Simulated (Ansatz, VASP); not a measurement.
One calculation of Ge, two programs

Contents of POSCAR:

```
Ge
1.0
    0.0000000000      2.8289100000      2.8289100000
    2.8289100000      0.0000000000      2.8289100000
    2.8289100000      2.8289100000      0.0000000000
Ge
2
Direct
    0.7500000000      0.7500000000      0.7500000000
    0.5000000000      0.5000000000      0.5000000000
```

File INCAR.step1:

```
SYSTEM = Ge
PREC     = Accurate       ! precision mode
ENCUT    = 520            ! plane-wave cutoff, eV
EDIFF    = 1E-5           ! SCF threshold, eV
ISMEAR   = -1             ! smearing method
SIGMA    = 0.05           ! smearing width, eV
LREAL    = .False.        ! projectors in reciprocal space
LASPH    = .True.         ! aspherical terms in the spheres
NELM     = 100            ! most SCF steps
ALGO     = Normal         ! electronic algorithm
ISIF     = 2              ! what is computed and relaxed
LWAVE    = .True.         ! write WAVECAR
NBANDS   = 21             ! bands
GGA      = PE             ! functional
```

File INCAR.step2:

```
SYSTEM = Ge
PREC     = Accurate       ! precision mode
ENCUT    = 520            ! plane-wave cutoff, eV
EDIFF    = 1E-7           ! SCF threshold, eV
ISMEAR   = -1             ! smearing method
SIGMA    = 0.05           ! smearing width, eV
LREAL    = .False.        ! projectors in reciprocal space
LASPH    = .True.         ! aspherical terms in the spheres
NELM     = 100            ! most SCF steps
ALGO     = Normal         ! electronic algorithm
ISIF     = 2              ! what is computed and relaxed
LWAVE    = .False.        ! write WAVECAR
LCHARG   = .True.         ! write CHGCAR
METAGGA  = R2SCAN         ! meta-GGA
LHFCALC  = .True.         ! exact exchange
AEXX     = 0.5            ! exact-exchange fraction
LMIXTAU  = .True.       
PRECFOCK = Normal       
LELF     = .True.         ! ELF
LVHAR    = .True.       
NBANDS   = 21             ! bands
ISTART   = 1
```

Contents of KPOINTS:

```
Automatic mesh
0
Gamma
  4 4 4
  0 0 0
```

File input.yaml:

```yaml
crystal:
  lattice:
    - [0.0, 2.82891, 2.82891]
    - [2.82891, 0.0, 2.82891]
    - [2.82891, 2.82891, 0.0]
  atoms:
    - { symbol: Ge, position: [0.75, 0.75, 0.75] }
    - { symbol: Ge, position: [0.5, 0.5, 0.5] }
hamiltonian:
  xc: r2scan50
  pseudopotentials: { kind: paw }
kpoints:
  mp_grid: { grid: [4, 4, 4] }
scf:
  occupations: { method: fermi_dirac, width: 0.05 }
output:
  forces: true
  stress: true
  eigenvalues: true
```

Alike in both runs: task single point; functional r2SCAN50; k mesh 4 × 4 × 4; occupations fermi-dirac, width 0.05 eV; no spin polarisation.

```csv
,VASP,Ansatz
version,VASP 6.6.1,Ansatz 0.2.0
potentials or method,"VASP PAW PBE potentials, release 64 (Ge_d)",Ansatz PAW
plane-wave cutoff (eV),520,500
valence electrons in the cell,28,28
```

```tsv
	VASP	Ansatz	Ansatz less VASP
gap on the k mesh at the Fermi level (eV)	3.01	2.91	-0.103
least direct gap on the mesh (eV)	3.30	3.20	-0.102
pressure (GPa)	-2.2	-2.0	+0.16
```

VASP's potentials were made for PBE, not for r2SCAN50.

The k mesh is coarse, so the values compare programs but aren't converged.
